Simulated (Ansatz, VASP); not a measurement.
**One calculation of SnTe, two programs**

INCAR

```
PREC = Accurate
ENCUT = 520
EDIFF = 1E-7
ISMEAR = -1
SIGMA = 0.08
LREAL = F
LASPH = T
NELM = 150
ALGO = Normal
ISIF = 2
LWAVE = F
LCHARG = F
LNONCOLLINEAR = T
MAGMOM = 0 0 0 0 0 0
LORBIT = 11
LSORBIT = T
GGA_COMPAT = F
LORBMOM = T
GGA = PE
NBANDS = 32
```

File KPOINTS:

```
Automatic mesh
0
Gamma
  11 11 11
```

File POSCAR:

```
SnTe
1.0
    0.0000000000      3.1565000000      3.1565000000
    3.1565000000      0.0000000000      3.1565000000
    3.1565000000      3.1565000000      0.0000000000
Sn Te
1 1
Direct
    0.0000000000      0.0000000000      0.0000000000
    0.5000000000      0.5000000000      0.5000000000
```

Input for Ansatz:

```yaml
crystal:
  lattice:
    - [0.0, 3.1565, 3.1565]
    - [3.1565, 0.0, 3.1565]
    - [3.1565, 3.1565, 0.0]
  atoms:
    - { symbol: Sn, position: [0.0, 0.0, 0.0] }
    - { symbol: Te, position: [0.5, 0.5, 0.5] }
kpoints:
  mp_grid: { grid: [11, 11, 11] }
  band_path:
    path:
      - [0.0, 0.0, 0.0]
      - [0.5, 0.0, 0.5]
      - [0.625, 0.25, 0.625]
      - [0.375, 0.375, 0.75]
      - [0.0, 0.0, 0.0]
      - [0.5, 0.5, 0.5]
      - [0.5, 0.25, 0.75]
      - [0.5, 0.0, 0.5]
    npoints: 5
scf:
  occupations: { method: fermi_dirac, width: 0.08 }
hamiltonian:
  xc: pbe
  pseudopotentials: { kind: all_electron, lapw: { basis_error: 0.00025 } }
output:
  forces: true
  stress: true
  eigenvalues: true
magnetization:
  noncollinear: true
  spin_orbit: true
```

Alike in both runs: task single point; functional PBE; k mesh 11 × 11 × 11; occupations fermi-dirac, width 0.08 eV; non-collinear spin, spin-orbit coupling.

|  | VASP | Ansatz |
| --- | --- | --- |
| version | VASP 6.6.1 | Ansatz 0.2.0 |
| potentials or method | VASP PAW PBE potentials, release 64 (Sn_d, Te), cutoff 520 eV | all-electron LAPW |

```csv
,VASP,Ansatz,Ansatz less VASP
pressure (GPa),2.0,2.0,+0.01
net moment per atom (μB),0.00,0.00,0.000
```

Ansatz ran all-electron here, and VASP with PAW potentials.
